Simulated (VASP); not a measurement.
Set up this calculation in VASP 6.6.1, as the native input.

```yaml
Task: single point
Functional: PBEsol
Potentials_or_basis: VASP PAW PBE potentials, release 64 (Ba_sv, Zr_sv, O_h)
Cutoff: 910 eV
k_mesh: 6 × 6 × 6
Occupations: gaussian, width 0.02 eV
Spin: no spin polarisation
Dipole_correction: no
Further_INCAR_settings: ALGO = Normal; EDIFF = 1e-06; NBANDS = 51
```

The structure of BaZrO3 lies in POSCAR:

```
BaZrO3
1.0
   -2.9485963813      2.9485963813      4.1901143166
    2.9485963813     -2.9485963813      4.1901143166
    2.9485963813      2.9485963813     -4.1901143166
Ba Zr O
2 2 6
Direct
    0.7500000000      0.2500000000      0.5000000000
    0.2500000000      0.7500000000      0.5000000000
    0.0000000000      0.0000000000      0.0000000000
    0.5000000000      0.5000000000      0.0000000000
    0.7500000000      0.7500000000      0.0000000000
    0.2500000000      0.2500000000      0.0000000000
    0.2260805078      0.7260805078      0.9521610157
    0.7739194922      0.2739194922      0.0478389843
    0.7260805078      0.7739194922      0.5000000000
    0.2739194922      0.2260805078      0.5000000000
```

These files were run (other wordings do the same):

INCAR

```
SYSTEM = BaZrO3
  PREC = Accurate
  ENCUT = 910
  EDIFF = 1E-6
  ISMEAR = 0
  SIGMA = 0.02
  LREAL = .FALSE.
  LASPH = .TRUE.
  NELM = 120
  ALGO = Normal
  ISIF = 2
  LWAVE = .FALSE.
  LCHARG = .TRUE.
  GGA = PS
  LELF = .TRUE.
  LVHAR = .TRUE.
  NBANDS = 51
  GGA_COMPAT = .FALSE.
```

KPOINTS

```
Automatic mesh
0
G
  6 6 6
  0 0 0
```

Potentials or basis: VASP PAW PBE potentials, release 64 (Ba_sv, Zr_sv, O_h).

Run with:

```console
$ cat potpaw_PBE.64/Ba_sv/POTCAR potpaw_PBE.64/Zr_sv/POTCAR potpaw_PBE.64/O_h/POTCAR > POTCAR
$ mpirun -np 1 vasp_std > vasp.out
```

It gave:

```json
{
 "Pressure": "1.0 GPa",
 "Largest force": "0.034 eV/Å",
 "Band gap on the k mesh": "3.23 eV"
}
```

Caveat: the cutoff is under 1.25 times the usual one of these potentials, so pressure, stress and relaxed cells hold a basis-set (Pulay) error; the PAW data sets were made with another functional, which shifts forces and pressure a little; spin-orbit coupling is left out, which moves the levels of the heavy elements.

Run time: 11 min on 1 thread of Intel(R) Xeon(R) Platinum 8259CL CPU @ 2.50GHz (Skylake/Cascade Lake) (shared host), peak memory 0.75 GiB.
